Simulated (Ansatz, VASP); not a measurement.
**One calculation of Cs, two programs**

```xyz
1
Lattice="4.1519 0.0000 0.0000 0.0000 4.1519 0.0000 0.0000 0.0000 4.1519" Properties=species:S:1:pos:R:3 pbc="T T T"
Cs    0.0000    0.0000    0.0000
```

Change from the starting cell: volume scaled by 0.6, LAPW.

Alike in both runs: task single point; functional PBEsol; k mesh 8 × 8 × 8; occupations fermi-dirac, width 0.08 eV; no spin polarisation.

```csv
,VASP,Ansatz
version,VASP 6.6.1,Ansatz 0.2.0
potentials or method,"VASP PAW PBE potentials, release 64 (Cs_sv), cutoff 520 eV","all-electron LAPW, scalar-relativistic"
```

```csv
,VASP,Ansatz,Ansatz less VASP
pressure (GPa),1.3,1.3,+0.01
```

VASP's potentials were made for PBE, not for PBEsol. Ansatz ran all-electron here, and VASP with PAW potentials.

Neither program's run includes spin-orbit coupling.
